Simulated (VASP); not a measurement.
Wanted: the native input for a VASP 6.6.1 run.

* Task: relaxation of cell and atoms
* Functional: PBE
* Potentials or basis: VASP PAW PBE potentials, release 64 (Ta_pv, F)
* Cutoff: 600 eV
* k mesh: 9 × 9 × 9
* Occupations: fermi-dirac, width 0.1 eV
* Spin: no spin polarisation
* Dipole correction: no
* Further INCAR settings: ALGO = Normal; EDIFF = 1e-06; IBRION = 2; EDIFFG = -0.03; NSW = 80; ISIF = 3

The structure of TaF3 lies in POSCAR:

```
TaF3
1.0
    3.8716900000      0.0000000000      0.0000000000
    0.0000000000      3.8716900000      0.0000000000
    0.0000000000      0.0000000000      3.8716900000
Ta F
1 3
Direct
    0.0000000000      0.0000000000      0.0000000000
    0.5000000000      0.0000000000      0.0000000000
    0.0000000000      0.5000000000      0.0000000000
    0.0000000000      0.0000000000      0.5000000000
```

The input as run:

INCAR

```
  ALGO = Normal
  EDIFF = 1E-6
  EDIFFG = -0.03
  ENCUT = 600
  GGA = PE
  IBRION = 2
  ISIF = 3
  ISMEAR = -1
  LASPH = T
  LCHARG = F
  LREAL = F
  LWAVE = F
  NELM = 80
  NSW = 80
  PREC = Accurate
  SIGMA = 0.1
```

KPOINTS

```
k-points
0
Gamma
  9 9 9
```

Potentials or basis: VASP PAW PBE potentials, release 64 (Ta_pv, F).

The run is started by

```bash
$ cat potpaw_PBE.64/Ta_pv/POTCAR potpaw_PBE.64/F/POTCAR > POTCAR
$ mpirun -np 1 vasp_std > vasp.out
```

Results of the run:

```json
{
  "Relaxed volume": "17.60 Å³/atom",
  "Relaxed cell": "a = 4.129 Å, b = 4.129 Å, c = 4.129 Å, α = 90.00°, β = 90.00°, γ = 90.00°",
  "Space group after relaxing (to 0.1 Å)": "Pm-3m (No. 221)",
  "Energy gained by relaxing": "249.9 meV/atom",
  "Ionic steps": "4",
  "Pressure after relaxing": "-0.1 GPa",
  "Band gap on the k mesh": "zero (bands 16 and 17 overlap by 2.11 eV)"
}
```

Caveat: the volume moved by over 15 % at a fixed basis, so the end points are rough; spin-orbit coupling is left out, which moves the levels of the heavy elements.

Wall time 47 s on 1 thread of Intel(R) Xeon(R) Platinum 8488C (Sapphire Rapids) (shared host), peak memory 0.21 GiB.
